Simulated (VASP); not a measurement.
# InP3 (R-3m) in VASP: notebook

The runs below take InP3 through single point, with PBEsol.

All numbers are computed with VASP 6.6.1; they aren't measurements. Logs are shortened: lines on timing, memory, paths and dates and some standing lists are left out, and cuts for length are marked.

## Step 1: The cell of the first run

Symmetry: R-3m, No. 166, trigonal system. Conventional cell: a = 8.024 Å, b = 8.024 Å, c = 9.838 Å, α = 90.00°, β = 90.00°, γ = 120.00°. In (site symmetry 3m) has 18 P at 2.81 to 4.19 Å within 4.2 Å. Within 3.1 Å of P (site symmetry m) lie 2 P at 2.35 Å and 2 In at 2.81 to 2.97 Å.

## Step 2: Single point, PBEsol (strain +0.080 along x and y, +0.000 along z)

INCAR

```
SYSTEM = InP3
PREC = Accurate ; ENCUT = 520
EDIFF = 1E-6 ; ISMEAR = 0
SIGMA = 0.15 ; LREAL = .False.
LASPH = .True. ; NELM = 80
ALGO = Normal ; ISIF = 2
LWAVE = .False. ; LCHARG = .False.
GGA = PS ; NBANDS = 38
```

KPOINTS

```
Automatic mesh
0
Gamma
  6 6 6
  0 0 0
```

POSCAR

```
InP3
1.0
    4.0121857222      2.3164365067      3.2793762812
   -4.0121857222      2.3164365067      3.2793762812
    0.0000000000     -4.6328730135      3.2793762812
In P
2 6
Direct
    0.2732789115      0.2732789115      0.2732789115
    0.7267210885      0.7267210885      0.7267210885
    0.7947108827      0.2411926280      0.7947108827
    0.7947108827      0.7947108827      0.2411926280
    0.2411926280      0.7947108827      0.7947108827
    0.2052891173      0.7588073720      0.2052891173
    0.7588073720      0.2052891173      0.2052891173
    0.2052891173      0.2052891173      0.7588073720
```

Potentials or basis: VASP PAW PBE potentials, release 64 (In_d, P).

On the command line:

```console
$ cat potpaw_PBE.64/In_d/POTCAR potpaw_PBE.64/P/POTCAR > POTCAR
$ mpirun -np 1 vasp_std > vasp.out
```

OUTCAR:

```text
SYSTEM = InP3
   PREC = Accurate
   ENCUT = 520
   EDIFF = 1E-6
   ISMEAR = 0
   LREAL = .False.
   LASPH = .True.
   NELM = 80
   ISIF = 2
   GGA = PS

 ion  position               nearest neighbor table
   1  0.273  0.273  0.273-   6 2.81   7 2.81   8 2.81   6 2.97   7 2.97   8 2.97
   2  0.727  0.727  0.727-   3 2.81   5 2.81   4 2.81   3 2.97   5 2.97   4 2.97
   3  0.795  0.241  0.795-   8 2.35   7 2.35   2 2.81   2 2.97
   4  0.795  0.795  0.241-   6 2.35   7 2.35   2 2.81   2 2.97
   5  0.241  0.795  0.795-   8 2.35   6 2.35   2 2.81   2 2.97
   6  0.205  0.759  0.205-   4 2.35   5 2.35   1 2.81   1 2.97
   7  0.759  0.205  0.205-   4 2.35   3 2.35   1 2.81   1 2.97
   8  0.205  0.205  0.759-   3 2.35   5 2.35   1 2.81   1 2.97

  LATTYP: Found a trigonal (rhomboedric) cell.
 ALAT       =     5.6760744492
 COS(alpha) =     0.0007000043

  Lattice vectors:

 A1 = (   4.0121857222,   2.3164365067,   3.2793762812)
 A2 = (  -4.0121857222,   2.3164365067,   3.2793762812)
 A3 = (   0.0000000000,  -4.6328730135,   3.2793762812)

Analysis of symmetry for initial positions (statically):
=====================================================================
 Subroutine PRICEL returns:
 Original cell was already a primitive cell.

 Routine SETGRP: Setting up the symmetry group for a
 trigonal (rhombohedral) supercell.

 Subroutine GETGRP returns: Found 12 space group operations
 (whereof 12 operations were pure point group operations)
 out of a pool of 12 trial point group operations.

The static configuration has the point symmetry D_3d.

Analysis of symmetry for dynamics (positions and initial velocities):
=====================================================================
 Subroutine PRICEL returns:
 Original cell was already a primitive cell.

 Routine SETGRP: Setting up the symmetry group for a
 trigonal (rhombohedral) supercell.

 Subroutine GETGRP returns: Found 12 space group operations
 (whereof 12 operations were pure point group operations)
 out of a pool of 12 trial point group operations.

The dynamic configuration has the point symmetry D_3d.

 Subroutine INISYM returns: Found 12 space group operations
 (whereof 12 operations are pure point group operations),
 and found     1 'primitive' translations

----------------------------------------------------------------------------------------

                                     Primitive cell

  volume of cell :     182.8706

  direct lattice vectors                    reciprocal lattice vectors
     4.012185722  2.316436507  3.279376281     0.124620353  0.071949594  0.101645345
    -4.012185722  2.316436507  3.279376281    -0.124620353  0.071949594  0.101645345
     0.000000000 -4.632873014  3.279376281     0.000000000 -0.143899188  0.101645345

  length of vectors
     5.676074449  5.676074449  5.676074449     0.176178184  0.176178184  0.176178184

  position of ions in fractional coordinates (direct lattice)
     0.273278912  0.273278912  0.273278912
     0.726721088  0.726721088  0.726721088
     0.794710883  0.241192628  0.794710883
     0.794710883  0.794710883  0.241192628
     0.241192628  0.794710883  0.794710883
     0.205289117  0.758807372  0.205289117
     0.758807372  0.205289117  0.205289117
     0.205289117  0.205289117  0.758807372

  ion indices of the primitive-cell ions
   primitive index   ion index
                 1           1
                 2           2
                 3           3
                 4           4
                 5           5
                 6           6
                 7           7
                 8           8

----------------------------------------------------------------------------------------

 KPOINTS: Automatic mesh

Automatic generation of k-mesh.
 Grid dimensions read from file:
 generate k-points for:    6    6    6

 Generating k-lattice:

  Cartesian coordinates                     Fractional coordinates (reciprocal lattice)
     0.020770059  0.011991599  0.016940891     0.166666667  0.000000000  0.000000000
    -0.020770059  0.011991599  0.016940891     0.000000000  0.166666667  0.000000000
     0.000000000 -0.023983198  0.016940891     0.000000000  0.000000000  0.166666667

  Length of vectors
     0.029363031  0.029363031  0.029363031

  Shift w.r.t. Gamma in fractional coordinates (k-lattice)
     0.000000000  0.000000000  0.000000000

 Subroutine IBZKPT returns following result:
 ===========================================

 Found     32 irreducible k-points:

 Following reciprocal coordinates:
            Coordinates               Weight
  0.000000  0.000000  0.000000      1.000000
  0.166667  0.000000  0.000000      6.000000
  0.333333 -0.000000  0.000000      6.000000
  0.500000 -0.000000 -0.000000      3.000000
  0.166667  0.166667  0.000000      6.000000
  0.333333  0.166667 -0.000000     12.000000
[... 16 lines left out ...]
  0.500000  0.500000  0.166667      6.000000
 -0.333333  0.500000  0.166667     12.000000
 [... further k-points ...]
   k-points           NKPTS =     32   k-points in BZ     NKDIM =     32   number of bands    NBANDS=     38
   number of dos      NEDOS =    301   number of ions     NIONS =      8
   total plane-waves  NPLWV =  74088
   dimension x,y,z NGX =    42 NGY =   42 NGZ =   42
   dimension x,y,z NGXF=    84 NGYF=   84 NGZF=   84
   ions per type =               2   6
   NGX,Y,Z   is equivalent  to a cutoff of  12.30, 12.30, 12.30 a.u.
   NGXF,Y,Z  is equivalent  to a cutoff of  24.60, 24.60, 24.60 a.u.
 SYSTEM =  InP3
   PREC   = accura    normal or accurate (medium, high low for compatibility)
   ISTART =      0    job   : 0-new  1-cont  2-samecut
   ICHARG =      2    charge: 1-file 2-atom 10-const
   ISPIN  =      1    spin polarized calculation?
   LNONCOLLINEAR =      F non collinear calculations
   LSORBIT =      F    spin-orbit coupling
   LASPH  =      T    aspherical Exc in radial PAW
   ENCUT  =  520.0 eV  38.22 Ry    6.18 a.u.  10.55 10.55 10.55*2*pi/ulx,y,z
   NELM   =     80;   NELMIN=  2; NELMDL= -5     # of ELM steps
   EDIFF  = 0.1E-05   stopping-criterion for ELM
   LREAL  =      F    real-space projection
   EDIFFG = 0.1E-04   stopping-criterion for IOM
   NSW    =      0    number of steps for IOM
   IBRION =     -1    ionic relax: 0-MD 1-quasi-New 2-CG
   NFREE  =      0    steps in history (QN), initial steepest desc. (CG)
   ISIF   =      2    stress and relaxation
   ISYM   =      2    0-nonsym 1-usesym 2-fastsym
   POTIM  = 0.5000    time-step for ionic-motion
   TEBEG  =    0.0;   TEEND  =   0.0 temperature during run
   PSTRESS=    0.0 pullay stress
   NELECT =      56.0000    total number of electrons
   NUPDOWN=      -1.0000    fix difference up-down
   EMIN   =  10.00;   EMAX   =-10.00  energy-range for DOS
   EFERMI =   0.00;   METHOD = LEGACY
   ISMEAR =     0;   SIGMA  =   0.15  broadening in eV -4-tet -1-fermi 0-gaus
   EFERMI_NEDOS =   21; number of points for ismear=-14 and -15
   IALGO  =     38    algorithm
   IMIX   =      4    mixing-type and parameters
     AMIX     =   0.40;   BMIX     =  1.00
     AMIX_MAG =   1.60;   BMIX_MAG =  1.00
  volume/ion in A,a.u.               =      22.86       154.26
  Fermi-wavevector in a.u.,A,eV,Ry     =   1.103459  2.085235 16.566750  1.217622
  Thomas-Fermi vector in A             =   2.239917
   LORBIT       =      0    0 simple, 1 ext, 2 COOP (PROOUT), +10 PAW based schemes
   GGA     = PS    functional components
   LHFCALC =     F    Hartree Fock is set to
   AEXX    =    0.0000 exact exchange contribution
   IVDW    =     0    specifies the selected vdW correction
   LEPSILON=     F    determine dielectric tensor
   LRPA    =     F    only Hartree local field effects (RPA)
 non-spin polarized calculation
 Gauss-broadening in eV      SIGMA  =   0.15
  energy-cutoff  :      520.00
  volume of cell :      182.87
 maximum number of plane-waves:      4950
   NGX = 21   NGY = 21   NGZ = 21

 number of electron      55.9999983 magnetization

 Free energy of the ion-electron system (eV)
  ---------------------------------------------------
  ext. energy  EPLUGINS =         0.00000000
  ---------------------------------------------------
  free energy    TOTEN  =       -40.17347511 eV

  energy without entropy =      -40.15769748  energy(sigma->0) =      -40.16558630

 E-fermi :   5.1111     XC(G=0):  -9.7344

 val. band max:        5.1087352790   @ k =   0.5000   0.5000   0.5000
 cond. band min:       5.1154856959   @ k =   0.5000   0.5000  -0.0000
 fundamental gap:      0.0067504169
 Fermi energy:         5.1110535502

 k-point     1 :       0.0000    0.0000    0.0000
  band No.  band energies     occupation
      1      -9.1020      2.00000
      2      -9.1020      2.00000
      3      -9.0446      2.00000
      4      -9.0446      2.00000
      5      -9.0124      2.00000
      6      -8.9960      2.00000
[... 30 lines left out ...]
     37      10.6506      0.00000
     38      11.3524      0.00000

 k-point     2 :       0.1667    0.0000    0.0000
  band No.  band energies     occupation
      1      -9.0979      2.00000
      2      -9.0942      2.00000
      3      -9.0474      2.00000
      4      -9.0412      2.00000
      5      -9.0121      2.00000
      6      -8.9986      2.00000
[... 30 lines left out ...]
     37      10.0883      0.00000
     38      10.9478      0.00000

 k-point     3 :       0.3333   -0.0000    0.0000
  band No.  band energies     occupation
      1      -9.0877      2.00000
      2      -9.0760      2.00000
      3      -9.0549      2.00000
      4      -9.0376      2.00000
      5      -9.0117      2.00000
      6      -9.0036      2.00000
[... 30 lines left out ...]
     37      10.0013      0.00000
     38      10.7584      0.00000

 k-point     4 :       0.5000   -0.0000   -0.0000
  band No.  band energies     occupation
      1      -9.0799      2.00000
      2      -9.0634      2.00000
      3      -9.0614      2.00000
      4      -9.0400      2.00000
      5      -9.0117      2.00000
      6      -9.0054      2.00000
[... 30 lines left out ...]
     37      10.0245      0.00000
     38      10.5829      0.00000
[... 703 lines left out ...]
      4      -9.0356      2.00000
      5      -9.0117      2.00000
      6      -9.0050      2.00000
[... 30 lines left out ...]
     37       9.5694      0.00000
     38       9.7991      0.00000

 k-point    23 :       0.5000    0.5000    0.1667
  band No.  band energies     occupation
      1      -9.0649      2.00000
      2      -9.0545      2.00000
      3      -9.0277      2.00000
      4      -9.0265      2.00000
      5      -9.0223      2.00000
      6      -9.0030      2.00000
[... 30 lines left out ...]
     37       9.0831      0.00000
     38       9.2262      0.00000

 k-point    24 :      -0.3333    0.5000    0.1667
  band No.  band energies     occupation
      1      -9.0700      2.00000
      2      -9.0534      2.00000
      3      -9.0360      2.00000
      4      -9.0305      2.00000
      5      -9.0155      2.00000
      6      -9.0058      2.00000
[... 30 lines left out ...]
     37       9.2815      0.00000
     38       9.3832      0.00000

 [... further k-points ...]

------------------------ aborting loop because EDIFF is reached ----------------------------------------

  FORCE on cell =-STRESS in cart. coord.  units (eV):
  Direction    XX          YY          ZZ          XY          YZ          ZX
  --------------------------------------------------------------------------------------
  -------------------------------------------------------------------------------------
  Total      -14.1798612    -14.1798612     -5.9937819      0.0000000      0.0000000      0.0000000
  in kB     -124.2334748   -124.2334748    -52.5130918      0.0000000      0.0000000      0.0000000
  external PRESSURE =    -100.3266804 kB  Pullay stress =       0.0000000 kB

 VOLUME and BASIS-vectors are now :
 -----------------------------------------------------------------------------
  energy-cutoff  :      520.00
  volume of cell :      182.87
      direct lattice vectors                 reciprocal lattice vectors
     4.012185722  2.316436507  3.279376281     0.124620353  0.071949594  0.101645345
    -4.012185722  2.316436507  3.279376281    -0.124620353  0.071949594  0.101645345
     0.000000000 -4.632873014  3.279376281     0.000000000 -0.143899188  0.101645345

 POSITION                                       TOTAL-FORCE (eV/Angst)
 -----------------------------------------------------------------------------------
      0.00000     -0.00000      2.68855         0.000000      0.000000     -0.109665
      0.00000     -0.00000      7.14958         0.000000     -0.000000      0.109665
      2.22082     -1.28219      6.00327         0.695311     -0.401438      0.583721
      0.00000      2.56438      6.00327         0.000000      0.802876      0.583721
     -2.22082     -1.28219      6.00327        -0.695311     -0.401438      0.583721
     -2.22082      1.28219      3.83486        -0.695311      0.401438     -0.583721
      2.22082      1.28219      3.83486         0.695311      0.401438     -0.583721
      0.00000     -2.56438      3.83486         0.000000     -0.802876     -0.583721
 -----------------------------------------------------------------------------------
    total drift:                               -0.000000      0.000000     -0.000000

  FREE ENERGIE OF THE ION-ELECTRON SYSTEM (eV)
  ---------------------------------------------------
  free  energy   TOTEN  =       -40.1734751125 eV

  energy  without entropy=      -40.1576974845  energy(sigma->0) =      -40.16558630
```

It took 1.8 min on 1 thread of AMD EPYC 9R45 (Zen 5), shared host; peak memory 0.32 GiB.

Results:

* Free energy: -40.1735 eV
* Pressure: -10.0 GPa
* Largest force: 0.993 eV/Å
* Band gap on the k mesh: zero (bands 28 and 29 overlap by 0.88 eV)

Forces in eV/Å, atoms in the order of the input:
```
In   0.000  0.000 -0.110
In   0.000  0.000  0.110
P    0.695 -0.401  0.584
P    0.000  0.803  0.584
P   -0.695 -0.401  0.584
P   -0.695  0.401 -0.584
P    0.695  0.401 -0.584
P    0.000 -0.803 -0.584
```

Caveat: the cell differs from its parent crystal (strain +0.080 along x and y, +0.000 along z); the cell stands under tension; the PAW data sets were made with another functional, which shifts forces and pressure a little; spin-orbit coupling is left out, which moves the levels of the heavy elements.

[end of part 1 of 2]
